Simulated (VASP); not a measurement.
Cd3HgSe4, 8 atoms in the cell. The typed cell holds 8 atoms: a = 6.208 Å, b = 6.218 Å, c = 6.202 Å, α = 89.79°, β = 90.15°, γ = 90.19°. 

```yaml
Program: VASP 6.6.1
Task: single point
Functional: PBE
Potentials_or_basis: VASP PAW PBE potentials, release 64 (Cd, Hg, Se)
Cutoff: 520 eV
k_mesh: 4 × 4 × 4
Occupations: gaussian, width 0.2 eV
Spin: no spin polarisation
Dipole_correction: no
Further_INCAR_settings: ALGO = Normal; EDIFF = 1e-06; NBANDS = 46
```

Potentials or basis: VASP PAW PBE potentials, release 64 (Cd, Hg, Se).

The run is started by

```console
$ cat potpaw_PBE.64/Cd/POTCAR potpaw_PBE.64/Hg/POTCAR potpaw_PBE.64/Se/POTCAR > POTCAR
$ mpirun -np 1 vasp_std > vasp.out
```

Hardware: 1 thread of Intel Xeon 8259CL, on a shared host.

Q: Estimate the wall time of this run.

A: Run time: 8.4 min on 1 thread of Intel Xeon 8259CL, on a shared host, peak memory 0.56 GiB. Counts: scf iterations 14, k points 36.
